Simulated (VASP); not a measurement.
# Na (Pm-3m) in VASP: notebook, part 2 of 2

VASP 6.6.1.

## Step 3: Single point, PBEsol

This run uses another cell than the first one, of 38.97 Å³/atom.

Contents of INCAR:

```
  ALGO = Normal
  EDIFF = 1E-6
  ENCUT = 520
  GGA = PS
  ISIF = 2
  ISMEAR = 1
  LASPH = T
  LCHARG = F
  LREAL = F
  LWAVE = F
  NBANDS = 10
  NELM = 100
  PREC = Accurate
  SIGMA = 0.1
```

Contents of KPOINTS:

```
k-points
0
Gamma
  12 12 12
```

Contents of POSCAR:

```
Na
1.0
    3.3903189945      0.0000000000      0.0000000000
    0.0000000000      3.3903189945      0.0000000000
    0.0000000000      0.0000000000      3.3903189945
Na
1
Direct
    0.0000000000      0.0000000000      0.0000000000
```

Potentials or basis: VASP PAW PBE potentials, release 64 (Na_pv).

Launch:

```
$ cat potpaw_PBE.64/Na_pv/POTCAR > POTCAR
$ mpirun -np 1 vasp_std > vasp.out
```

OUTCAR:

```text
EDIFF = 1E-6
   ENCUT = 520
   GGA = PS
   ISIF = 2
   ISMEAR = 1
   LASPH = T
   LREAL = F
   NELM = 100
   PREC = Accurate

 ion  position               nearest neighbor table
   1  0.000  0.000  0.000-

  LATTYP: Found a simple cubic cell.
 ALAT       =     3.3903189945

  Lattice vectors:

 A1 = (   3.3903189945,   0.0000000000,   0.0000000000)
 A2 = (   0.0000000000,   3.3903189945,   0.0000000000)
 A3 = (   0.0000000000,   0.0000000000,   3.3903189945)

Analysis of symmetry for initial positions (statically):
=====================================================================
 Subroutine PRICEL returns:
 Original cell was already a primitive cell.

 Routine SETGRP: Setting up the symmetry group for a
 simple cubic supercell.

 Subroutine GETGRP returns: Found 48 space group operations
 (whereof 48 operations were pure point group operations)
 out of a pool of 48 trial point group operations.

The static configuration has the point symmetry O_h .

Analysis of symmetry for dynamics (positions and initial velocities):
=====================================================================
 Subroutine PRICEL returns:
 Original cell was already a primitive cell.

 Routine SETGRP: Setting up the symmetry group for a
 simple cubic supercell.

 Subroutine GETGRP returns: Found 48 space group operations
 (whereof 48 operations were pure point group operations)
 out of a pool of 48 trial point group operations.

The dynamic configuration has the point symmetry O_h .

 Subroutine INISYM returns: Found 48 space group operations
 (whereof 48 operations are pure point group operations),
 and found     1 'primitive' translations

----------------------------------------------------------------------------------------

                                     Primitive cell

  volume of cell :      38.9692

  direct lattice vectors                    reciprocal lattice vectors
[... 104 lines left out ...]
     AMIX     =   0.40;   BMIX     =  1.00
     AMIX_MAG =   1.60;   BMIX_MAG =  1.00
  volume/ion in A,a.u.               =      38.97       262.98
  Fermi-wavevector in a.u.,A,eV,Ry     =   0.923706  1.745551 11.608929  0.853232
  Thomas-Fermi vector in A             =   2.049372
   LORBIT       =      0    0 simple, 1 ext, 2 COOP (PROOUT), +10 PAW based schemes
   GGA     = PS    functional components
   LHFCALC =     F    Hartree Fock is set to
   AEXX    =    0.0000 exact exchange contribution
   IVDW    =     0    specifies the selected vdW correction
   LEPSILON=     F    determine dielectric tensor
   LRPA    =     F    only Hartree local field effects (RPA)
 non-spin polarized calculation
 Methfessel and Paxton  Order N= 1 SIGMA  =   0.10
  energy-cutoff  :      520.00
  volume of cell :       38.97
 maximum number of plane-waves:      1068
 NGX is ok and might be reduce to    28
   NGX = 13   NGY = 13   NGZ = 13

 number of electron       7.0000011 magnetization

 Free energy of the ion-electron system (eV)
  ---------------------------------------------------
  ext. energy  EPLUGINS =         0.00000000
  ---------------------------------------------------
  free energy    TOTEN  =        -1.27752484 eV

  energy without entropy =       -1.27730717  energy(sigma->0) =       -1.27745229

 E-fermi :   0.1818     XC(G=0):  -6.3653

 val. band max:        0.1100638221   @ k =   0.3333   0.2500   0.2500
 cond. band min:       0.1974445785   @ k =   0.4167   0.2500   0.0833
 fundamental gap:      0.0873807563
 Fermi energy:         0.1818111315

 k-point     1 :       0.0000    0.0000    0.0000
  band No.  band energies     occupation
      1     -24.8095      2.00000
      2     -24.8095      2.00000
      3     -24.8095      2.00000
      4      -2.9985      2.00000
      5       8.4674      0.00000
      6       8.4674      0.00000
      7       9.7925      0.00000
      8       9.7925      0.00000
      9       9.7925      0.00000
     10      12.7293      0.00000
[... 287 lines left out ...]
 k-point    24 :       0.4167    0.3333    0.0000
  band No.  band energies     occupation
      1     -24.8519      2.00000
      2     -24.8419      2.00000
      3     -24.8024      2.00000
      4       0.7278     -0.00000
      5       2.8229      0.00000
      6       4.9791      0.00000
      7       7.0288      0.00000
      8      12.8835      0.00000
      9      13.7428      0.00000
     10      14.5949      0.00000

 [... further k-points ...]
[... 5 lines left out ...]
  --------------------------------------------------------------------------------------
  -------------------------------------------------------------------------------------
  Total       -0.0097051     -0.0097051     -0.0097051      0.0000000      0.0000000     -0.0000000
  in kB       -0.3990162     -0.3990162     -0.3990162      0.0000000      0.0000000     -0.0000000
  external PRESSURE =      -0.3990162 kB  Pullay stress =       0.0000000 kB

 VOLUME and BASIS-vectors are now :
 -----------------------------------------------------------------------------
  energy-cutoff  :      520.00
  volume of cell :       38.97
      direct lattice vectors                 reciprocal lattice vectors
     3.390318994  0.000000000  0.000000000     0.294957496  0.000000000  0.000000000
     0.000000000  3.390318994  0.000000000     0.000000000  0.294957496  0.000000000
     0.000000000  0.000000000  3.390318994     0.000000000  0.000000000  0.294957496

 POSITION                                       TOTAL-FORCE (eV/Angst)
 -----------------------------------------------------------------------------------
      0.00000      0.00000      0.00000         0.000000      0.000000      0.000000
 -----------------------------------------------------------------------------------
    total drift:                               -0.000000     -0.000000     -0.000000

  FREE ENERGIE OF THE ION-ELECTRON SYSTEM (eV)
  ---------------------------------------------------
  free  energy   TOTEN  =        -1.2775248437 eV

  energy  without entropy=       -1.2773071677  energy(sigma->0) =       -1.27745229
```

OSZICAR:

```text
N       E                     dE             d eps       ncg     rms          rms(c)
DAV:   1     0.292161342950E+02    0.29216E+02   -0.37581E+03  1682   0.575E+02
DAV:   2    -0.610211948056E+00   -0.29826E+02   -0.29703E+02  1732   0.151E+02
DAV:   3    -0.127675707372E+01   -0.66655E+00   -0.66607E+00  2118   0.247E+01
DAV:   4    -0.128178349634E+01   -0.50264E-02   -0.50261E-02  1992   0.204E+00
DAV:   5    -0.128186007690E+01   -0.76581E-04   -0.76580E-04  1952   0.248E-01    0.256E-01
DAV:   6    -0.127899547166E+01    0.28646E-02   -0.32089E-03  2040   0.809E-01    0.157E-01
DAV:   7    -0.127762526302E+01    0.13702E-02   -0.33183E-03  2092   0.719E-01    0.489E-02
DAV:   8    -0.127752408177E+01    0.10118E-03   -0.28625E-04  1918   0.289E-01    0.322E-03
DAV:   9    -0.127752484373E+01   -0.76196E-06   -0.90527E-07  1340   0.105E-02
   1 F= -.12775248E+01 E0= -.12774523E+01  d E =-.217676E-03
```

stdout:

```text
POSCAR found type information on POSCAR Na
 POSCAR found :  1 types and       1 ions
 scaLAPACK will be used
 -----------------------------------------------------------------------------
|                                                                             |
|                                                                             |
|     You enforced a specific xc type in the INCAR file but a different       |
|     I HOPE YOU KNOW WHAT YOU ARE DOING!                                     |
|                                                                             |
 -----------------------------------------------------------------------------

 LDA part: xc-table for (Slater+PW92), standard interpolation
 POSCAR, INCAR and KPOINTS ok, starting setup
 FFT: planning ... GRIDC
 FFT: planning ... GRID_SOFT
 FFT: planning ... GRID
 WAVECAR not read
 entering main loop
```

It took 9.6 s on 1 thread of Intel Xeon 6975P-C (Granite Rapids), shared host; peak memory 0.16 GiB.

What came out:

```yaml
Free_energy: -1.2775 eV
Pressure: 0.0 GPa
Band_gap_on_the_k_mesh: zero (an odd number of electrons rules out a gap without spin polarisation)
```

Levels at points of the mesh, in eV from the Fermi level:
| k point | band 1 | band 2 | band 3 | band 4 | band 5 | band 6 | band 7 |
| --- | --- | --- | --- | --- | --- | --- | --- |
| (0.00, 0.00, 0.00) | -24.99 | -24.99 | -24.99 | -3.18 | 8.29 | 8.29 | 9.61 |
| (0.50, 0.00, 0.00) | -25.04 | -24.99 | -24.99 | 0.02 | 0.20 | 10.59 | 12.00 |
| (0.50, 0.50, 0.00) | -25.04 | -25.04 | -24.98 | 2.99 | 2.99 | 3.18 | 4.07 |
| (0.50, 0.50, 0.50) | -25.03 | -25.03 | -25.03 | 5.87 | 5.87 | 5.87 | 6.01 |

Caveat: the PAW data sets were made with another functional, which shifts forces and pressure a little.
